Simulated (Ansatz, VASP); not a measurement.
**One calculation of SnO2, two programs**

INCAR

```
PREC = Accurate ; ENCUT = 520
EDIFF = 1E-6 ; ISMEAR = 0
SIGMA = 0.05 ; LREAL = F
LASPH = T ; NELM = 60
ALGO = Normal ; ISIF = 2
LWAVE = F ; LCHARG = F
NBANDS = 35
```

KPOINTS

```
regular mesh
0
Gamma
  6 6 8
```

POSCAR

```
SnO2
1.0
    4.9308404756      0.0000000000      0.0000000000
    0.0000000000      4.9313636212      0.0000000000
    0.0000000000      0.0000000000      3.3311718629
Sn O
2 4
Direct
    0.5000000000      0.5000000000      0.5000000000
    0.0000000000      0.0000000000      0.0000000000
    0.3059920358      0.3407603117      0.0000000000
    0.8059920358      0.1592396883      0.5000000000
    0.1940079642      0.8407603117      0.5000000000
    0.6940079642      0.6592396883      0.0000000000
```

Input for Ansatz:

```yaml
crystal:
  lattice:
    - [4.9308404756, 0.0, 0.0]
    - [0.0, 4.9313636212, 0.0]
    - [0.0, 0.0, 3.3311718629]
  atoms:
    - { symbol: Sn, position: [0.5, 0.5, 0.5] }
    - { symbol: Sn, position: [0.0, 0.0, 0.0] }
    - { symbol: O, position: [0.3059920358, 0.3407603117, 0.0] }
    - { symbol: O, position: [0.8059920358, 0.1592396883, 0.5] }
    - { symbol: O, position: [0.1940079642, 0.8407603117, 0.5] }
    - { symbol: O, position: [0.6940079642, 0.6592396883, 0.0] }
basis:
  ecutwfc: 520.0
kpoints:
  mp_grid: { grid: [6, 6, 8] }
hamiltonian:
  xc: lda
  pseudopotentials: { kind: paw, azcp: { folder: soft_1 } }
scf:
  occupations: { method: gaussian, width: 0.05 }
output:
  forces: true
  stress: true
  eigenvalues: true
```

Alike in both runs: task single point; functional LDA; k mesh 6 × 6 × 8; occupations gaussian, width 0.05 eV; no spin polarisation.

|  | VASP | Ansatz |
| --- | --- | --- |
| version | VASP 6.6.1 | Ansatz 0.2.0 |
| potentials or method | VASP PAW LDA potentials, release 64 (Sn_d, O), cutoff 520 eV | scalar-relativistic, plane waves, PAW |
| valence electrons in the cell | 52 | 52 |

VASP gave:

```
gap on the k mesh at the Fermi level (eV)                     : 0.33
least direct gap on the mesh (eV)                             : 0.39
pressure (GPa)                                                : -15.2
traceless stress, the component that is largest in VASP (GPa) : -5.08
rms of the force components (eV/Å)                            : 0.761
```

Problem. What did Ansatz give for the same quantities?

Solution. gap on the k mesh at the Fermi level (eV): 0.32; least direct gap on the mesh (eV): 0.39; pressure (GPa): -16.0; traceless stress, the component that is largest in VASP (GPa): -5.77; rms of the force components (eV/Å): 0.730.

Ansatz warns that its potentials were made for another functional, while VASP's fit it. LDA's correlation is that of Perdew and Zunger in VASP and of Perdew and Wang (1992) in Ansatz. Atom by atom the forces differ by 0.032 eV/Å (rms over components).
